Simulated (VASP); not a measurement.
# SnO in VASP: further runs, part 2 of 2

VASP 6.6.1. Earlier steps stand in the parts before.

### 4 Relaxation of cell and atoms, PBE, target pressure 12 GPa, at which the enthalpy is minimised

This run uses another cell than the first one, of 15.53 Å³/atom.

File INCAR:

```
ALGO     = Normal         # electronic algorithm
EDIFF    = 1E-7           # SCF threshold, eV
EDIFFG   = -0.008         # ionic threshold
ENCUT    = 600            # plane-wave cutoff, eV
GGA      = PE             # functional
IBRION   = 2              # ionic algorithm
ISIF     = 3              # what is computed and relaxed
ISMEAR   = 0              # smearing method
LASPH    = True           # aspherical terms in the spheres
LCHARG   = False          # write CHGCAR
LREAL    = False          # projectors in reciprocal space
LWAVE    = False          # write WAVECAR
NELM     = 80             # most SCF steps
NSW      = 70             # ionic steps
PREC     = Accurate       # precision mode
PSTRESS  = 120.0        
SIGMA    = 0.1            # smearing width, eV
```

File KPOINTS:

```
k-points
0
Gamma
  12 12 10
```

File POSCAR:

```
SnO
1.0
    3.7146376420      0.0000000000      0.0000000000
    0.0000000000      3.7146376420      0.0000000000
    0.0000000000      0.0000000000      4.5025331864
Sn O
2 2
Direct
    0.0000000000      0.5000000000      0.2502482309
    0.5000000000      0.0000000000      0.7497517691
    0.5000000000      0.5000000000      0.0000000000
    0.0000000000      0.0000000000      0.0000000000
```

The run is started by

```console
cat potpaw_PBE.64/Sn_d/POTCAR potpaw_PBE.64/O/POTCAR > POTCAR
mpirun -np 1 vasp_std > vasp.out
```

It took 31 min on 1 thread of Intel Xeon Platinum 8259CL at 2.50GHz (Skylake/Cascade Lake), shared host; peak memory 0.39 GiB.

Results (log left out):

```
Free energy                                                : -22.2938 eV
Relaxed volume                                             : 14.97 Å³/atom
Relaxed cell                                               : a = 3.721 Å, b = 3.721 Å, c = 4.323 Å, α = 90.00°, β = 90.00°, γ = 90.00°
Space group after relaxing (to 0.1 Å)                      : P4/nmm (No. 129)
Energy change on relaxing (the run minimises the enthalpy) : +13.7 meV/atom
Ionic steps                                                : 11
Pressure after relaxing                                    : 12.0 GPa
Largest force after relaxing                               : 0.005 eV/Å
Band gap on the k mesh                                     : zero (bands 20 and 21 overlap by 1.03 eV)
```

Forces on the atoms (eV/Å):
```
Sn   0.000  0.000 -0.005
Sn   0.000  0.000  0.005
O    0.000  0.000  0.000
O    0.000  0.000  0.000
```

The path:
```csv
step,energy change (eV),largest force (eV/Å),pressure (GPa),volume (Å³)
1,0.0000,1.3118,14.15,62.13
2,-0.1687,0.4255,5.38,64.02
3,-0.1363,0.2753,8.80,63.22
4,-0.0301,0.0758,10.70,61.20
5,0.0450,0.0645,11.98,60.10
6,0.0530,0.0512,12.36,59.91
7,0.0615,0.1268,12.63,59.79
8,0.0253,0.0960,10.90,60.28
9,0.0447,0.0291,11.88,60.00
10,0.0505,0.0088,11.94,59.92
11,0.0547,0.0054,11.99,59.86
```

Final structure:
```
Sn O
1.0
     3.72120    0.00000    0.00000
     0.00000    3.72120    0.00000
     0.00000    0.00000    4.32307
Sn O
2 2
Direct
  0.00000 0.50000 0.27090
  0.50000 0.00000 0.72910
  0.50000 0.50000 0.00000
  0.00000 0.00000 0.00000
```

Levels at points of the mesh, in eV from the Fermi level:
| k point | band 16 | band 17 | band 18 | band 19 | band 20 | band 21 | band 22 | band 23 | band 24 |
| --- | --- | --- | --- | --- | --- | --- | --- | --- | --- |
| (0.00, 0.00, 0.00) | -6.70 | -3.72 | -3.28 | -3.28 | 0.15 | 3.02 | 4.04 | 4.04 | 6.13 |
| (0.50, 0.00, 0.00) | -5.31 | -5.12 | -5.12 | -3.23 | -3.23 | 4.01 | 4.01 | 5.73 | 5.73 |
| (0.50, 0.50, 0.00) | -5.36 | -2.60 | -2.60 | -2.02 | -2.02 | -0.88 | -0.88 | 4.73 | 4.73 |
| (0.00, 0.00, 0.50) | -3.88 | -3.30 | -3.30 | -2.32 | -1.90 | 1.99 | 2.01 | 2.01 | 3.25 |
| (0.50, 0.00, 0.50) | -5.97 | -5.01 | -5.01 | -1.87 | -1.87 | 3.39 | 3.39 | 4.90 | 4.90 |
| (0.50, 0.50, 0.50) | -6.38 | -3.46 | -3.46 | -2.61 | -2.61 | 2.03 | 2.03 | 5.40 | 5.40 |

Caveat: the cell is relaxed towards a set pressure, so the run minimises the enthalpy, not the energy; spin-orbit coupling is left out, which moves the levels of the heavy elements.

### 5 Single point, PBE (uniaxial strain along a: +2.0 %, then relaxed in part)

File INCAR:

```
ALGO = Normal
EDIFF = 1E-6
ENCUT = 520
GGA = PE
ISIF = 2
ISMEAR = 0
LASPH = True
LCHARG = False
LREAL = False
LWAVE = False
NBANDS = 28
NELM = 100
PREC = Accurate
SIGMA = 0.01
```

File KPOINTS:

```
k-points
0
Gamma
  10 10 8
```

File POSCAR:

```
SnO
1.0
    3.9456280809      0.0000000000      0.0000000000
    0.0000000000      3.7986312612      0.0000000000
    0.0000000000      0.0000000000      5.0739073401
Sn O
2 2
Direct
    0.0000000000      0.5000000000      0.2281553766
    0.5000000000      0.0000000000      0.7718446234
    0.5000000000      0.5000000000      0.0070245754
    0.0000000000      0.0000000000     -0.0070245754
```

The run is started by

```console
cat potpaw_PBE.64/Sn_d/POTCAR potpaw_PBE.64/O/POTCAR > POTCAR
mpirun -np 1 vasp_std > vasp.out
```

It took 7.9 min on 1 thread of Oxide Virtual Turin-like, shared host; peak memory 0.37 GiB.

The run converged. Its results:

| Property | Result |
| --- | --- |
| Free energy | -22.7246 eV |
| Pressure | 0.1 GPa |
| Largest force | 0.077 eV/Å |
| Band gap on the k mesh | 0.52 eV (least direct gap 1.92 eV) |

Forces on the atoms (eV/Å):
```
Sn   0.000  0.000  0.077
Sn   0.000  0.000 -0.077
O    0.000  0.000  0.005
O    0.000  0.000 -0.005
```

Stress tensor (GPa, compression positive):
```
-0.16  0.00  0.00
 0.00  0.18  0.00
 0.00  0.00  0.20
```

Levels at points of the mesh, in eV from the valence-band top:
```csv
k point,band 16,band 17,band 18,band 19,band 20,band 21,band 22,band 23,band 24,band 25
"(0.00, 0.00, 0.00)",-5.68,-3.16,-2.91,-2.86,-0.02,1.90,4.04,4.68,5.18,5.33
"(0.50, 0.00, 0.00)",-4.55,-4.41,-4.41,-2.37,-2.37,3.15,3.15,5.52,5.52,6.05
"(0.00, 0.50, 0.00)",-4.68,-4.52,-4.52,-2.27,-2.27,2.90,2.90,5.79,5.79,5.83
"(0.50, 0.50, 0.00)",-4.74,-2.26,-2.26,-1.73,-1.73,0.52,0.52,4.57,4.57,6.76
"(0.00, 0.00, 0.50)",-3.51,-3.12,-2.92,-2.88,-1.93,1.72,3.08,3.58,3.73,7.60
"(0.50, 0.00, 0.50)",-4.89,-4.38,-4.38,-1.55,-1.55,2.44,2.44,5.68,5.68,6.35
"(0.00, 0.50, 0.50)",-5.09,-4.50,-4.50,-1.51,-1.51,2.49,2.49,5.46,5.46,6.34
"(0.50, 0.50, 0.50)",-5.07,-2.38,-2.38,-2.21,-2.21,2.61,2.61,3.73,3.73,5.50
```

Caveat: the cell differs from its parent crystal (uniaxial strain along a: +2.0 %, then relaxed in part); semilocal functionals underestimate gaps, and a narrow one can read as zero; spin-orbit coupling is left out, which moves the levels of the heavy elements.

### 6 Single point, PBE

This run uses another cell than the first one, of 19.01 Å³/atom.

File INCAR:

```
SYSTEM = SnO
ALGO = Normal
EDIFF = 1E-6
ENCUT = 520
GGA = PE
ISIF = 2
ISMEAR = 0
LASPH = .TRUE.
LCHARG = .FALSE.
LREAL = .FALSE.
LWAVE = .FALSE.
NBANDS = 28
NELM = 100
PREC = Accurate
SIGMA = 0.01
```

File KPOINTS:

```
k-points
0
G
  10 10 8
  0 0 0
```

POSCAR is that of step 5.

Potentials or basis: VASP PAW PBE potentials, release 64 (Sn_d, O).

The run is started by

```console
cat potpaw_PBE.64/Sn_d/POTCAR potpaw_PBE.64/O/POTCAR > POTCAR
mpirun -np 1 vasp_std > vasp.out
```

OUTCAR:

```text
SYSTEM = SnO
   EDIFF = 1E-6
   ENCUT = 520
   GGA = PE
   ISIF = 2
   ISMEAR = 0
   LASPH = .TRUE.
   LREAL = .FALSE.
   NELM = 100
   PREC = Accurate

 ion  position               nearest neighbor table
   1  0.000  0.500  0.228-   4 2.24   4 2.24   3 2.27   3 2.27   2 3.59   2 3.59   2 3.59   2 3.59

   2  0.500  0.000  0.772-   3 2.24   3 2.24   4 2.27   4 2.27   1 3.59   1 3.59   1 3.59   1 3.59

   3  0.500  0.500  0.007-   2 2.24   2 2.24   1 2.27   1 2.27
   4  0.000  0.000  0.993-   1 2.24   1 2.24   2 2.27   2 2.27

[... 941 lines left out ...]
     28      13.5551      0.00000

 [... further k-points ...]
[... 5 lines left out ...]
  --------------------------------------------------------------------------------------
  -------------------------------------------------------------------------------------
  Total       -0.0744274      0.0832814      0.0946357      0.0000000      0.0000000      0.0000000
  in kB       -1.5680416      1.7545787      1.9937925      0.0000000      0.0000000      0.0000000
  external PRESSURE =       0.7267765 kB  Pullay stress =       0.0000000 kB

 VOLUME and BASIS-vectors are now :
 -----------------------------------------------------------------------------
  energy-cutoff  :      520.00
  volume of cell :       76.05
      direct lattice vectors                 reciprocal lattice vectors
     3.945628081  0.000000000  0.000000000     0.253445074  0.000000000  0.000000000
     0.000000000  3.798631261  0.000000000     0.000000000  0.263252717  0.000000000
     0.000000000  0.000000000  5.073907340     0.000000000  0.000000000  0.197086768

 POSITION                                       TOTAL-FORCE (eV/Angst)
 -----------------------------------------------------------------------------------
      0.00000      1.89932      1.15764         0.000000      0.000000      0.076647
      1.97281      0.00000      3.91627         0.000000      0.000000     -0.076647
      1.97281      1.89932      0.03564         0.000000      0.000000      0.004747
      0.00000      0.00000      5.03827         0.000000      0.000000     -0.004747
 -----------------------------------------------------------------------------------
    total drift:                                0.000000     -0.000000     -0.000000

  FREE ENERGIE OF THE ION-ELECTRON SYSTEM (eV)
  ---------------------------------------------------
  free  energy   TOTEN  =       -22.7245823586 eV

  energy  without entropy=      -22.7245823586  energy(sigma->0) =      -22.72458236
```

stdout:

```text
POSCAR found type information on POSCAR SnO
 POSCAR found :  2 types and       4 ions
 scaLAPACK will be used
 LDA part: xc-table for (Slater+PW92), standard interpolation
 POSCAR, INCAR and KPOINTS ok, starting setup
 FFT: planning ... GRIDC
 FFT: planning ... GRID_SOFT
 FFT: planning ... GRID
 WAVECAR not read
 entering main loop
```

It took 9 min on 1 thread of Oxide Virtual Turin-like, shared host; peak memory 0.37 GiB.

Results:

```yaml
Free_energy: -22.7246 eV
Pressure: 0.1 GPa
Largest_force: 0.077 eV/Å
Band_gap_on_the_k_mesh: 0.52 eV (least direct gap 1.92 eV)
```

Forces in eV/Å, atoms in the order of the input:
```
Sn   0.000  0.000  0.077
Sn   0.000  0.000 -0.077
O    0.000  0.000  0.005
O    0.000  0.000 -0.005
```

Stress tensor (GPa, compression positive):
```
-0.16  0.00  0.00
 0.00  0.18  0.00
 0.00  0.00  0.20
```

Caveat: semilocal functionals underestimate gaps, and a narrow one can read as zero; spin-orbit coupling is left out, which moves the levels of the heavy elements. A k mesh can miss the band edges.

### 7 Single point, PBE (uniaxial strain along a: -4.0 %)

File INCAR:

```
PREC = Accurate
ENCUT = 520
EDIFF = 1E-7
ISMEAR = 0
SIGMA = 0.01
LREAL = F
LASPH = T
NELM = 100
ALGO = Normal
ISIF = 2
LWAVE = F
LCHARG = F
GGA = PE
NBANDS = 28
```

File KPOINTS:

```
regular mesh
0
Gamma
  10 10 8
```

File POSCAR:

```
SnO
1.0
    3.7135323115      0.0000000000      0.0000000000
    0.0000000000      3.9069454527      0.0000000000
    0.0000000000      0.0000000000      5.1169025951
Sn O
2 2
Direct
    0.0000000000      0.5000000000      0.2283273113
    0.5000000000      0.0000000000      0.7716726887
    0.5000000000      0.5000000000     -0.0070155136
    0.0000000000      0.0000000000      0.0070155136
```

The run is started by

```console
cat potpaw_PBE.64/Sn_d/POTCAR potpaw_PBE.64/O/POTCAR > POTCAR
mpirun -np 1 vasp_std > vasp.out
```

Wall time 6.1 min (1 thread of Oxide Virtual Turin-like, shared host); peak memory 0.37 GiB.

Results (log left out):

| Item | Value |
| --- | --- |
| Free energy | -22.7005 eV |
| Pressure | 2.5 GPa |
| Largest force | 0.270 eV/Å |
| Band gap on the k mesh | 0.37 eV (least direct gap 1.98 eV) |

Forces on the atoms (eV/Å):
```
Sn   0.000  0.000  0.270
Sn   0.000  0.000 -0.270
O    0.000  0.000 -0.113
O    0.000  0.000  0.113
```

Stress tensor (GPa, compression positive):
```
3.73 0.00 0.00
0.00 2.56 0.00
0.00 0.00 1.22
```

Levels at points of the mesh, in eV from the valence-band top:
| k point | band 18 | band 19 | band 20 | band 21 | band 22 | band 23 |
| --- | --- | --- | --- | --- | --- | --- |
| (0.00, 0.00, 0.00) | -3.09 | -2.97 | -0.02 | 1.96 | 3.92 | 4.58 |
| (0.50, 0.00, 0.00) | -4.74 | -2.47 | -2.47 | 2.78 | 2.78 | 5.81 |
| (0.00, 0.50, 0.00) | -4.62 | -2.61 | -2.61 | 3.02 | 3.02 | 5.54 |
| (0.50, 0.50, 0.00) | -2.40 | -1.87 | -1.87 | 0.37 | 0.37 | 4.39 |
| (0.00, 0.00, 0.50) | -3.09 | -2.99 | -2.25 | 1.82 | 2.92 | 3.69 |
| (0.50, 0.00, 0.50) | -4.72 | -1.70 | -1.70 | 2.35 | 2.35 | 5.44 |
| (0.00, 0.50, 0.50) | -4.59 | -1.75 | -1.75 | 2.27 | 2.27 | 5.84 |
| (0.50, 0.50, 0.50) | -2.50 | -2.35 | -2.35 | 2.44 | 2.44 | 3.59 |

Caveat: the cell differs from its parent crystal (uniaxial strain along a: -4.0 %); semilocal functionals underestimate gaps, and a narrow one can read as zero; spin-orbit coupling is left out, which moves the levels of the heavy elements. A k mesh can miss the band edges.

### 8 Overview

| task | cell | k mesh | cutoff (eV) | smearing | gap on the mesh (eV) | pressure (GPa) | largest force (eV/Å) |
| --- | --- | --- | --- | --- | --- | --- | --- |
| single point | a = 4.023, b = 3.830, c = 5.016 Å, 4 atoms, atomic positions A | 10 × 10 × 8 | 520 | gaussian 0.01 eV | 0.64 | -1.5 | 0.06 |
| relaxation of cell and atoms | relaxed to 25 GPa from a = 3.624, b = 3.624, c = 4.211 Å, 4 atoms, atomic positions B | 12 × 12 × 10 | 600 | gaussian 0.1 eV | none | 25.0 | - |
| relaxation of cell and atoms | relaxed to 12 GPa from a = 3.715, b = 3.715, c = 4.503 Å, 4 atoms, atomic positions C | 12 × 12 × 10 | 600 | gaussian 0.1 eV | none | 12.0 | 0.01 |
| single point | a = 3.946, b = 3.799, c = 5.074 Å, 4 atoms, atomic positions A | 10 × 10 × 8 | 520 | gaussian 0.01 eV | 0.52 | 0.1 | 0.08 |
| single point | a = 3.714, b = 3.907, c = 5.117 Å, 4 atoms, atomic positions D | 10 × 10 × 8 | 520 | gaussian 0.01 eV | 0.37 | 2.5 | 0.27 |

Alike in all rows: level PBE; potentials or basis VASP PAW PBE potentials, release 64 (Sn_d, O); no spin polarisation.

Caveats: spin-orbit coupling is left out, which moves the levels of the heavy elements; semilocal functionals underestimate gaps, and a narrow one can read as zero (at least some runs); the cell is relaxed towards a set pressure, so the run minimises the enthalpy, not the energy (at least some runs).

Absolute energies hang on the potentials; compare differences alone.
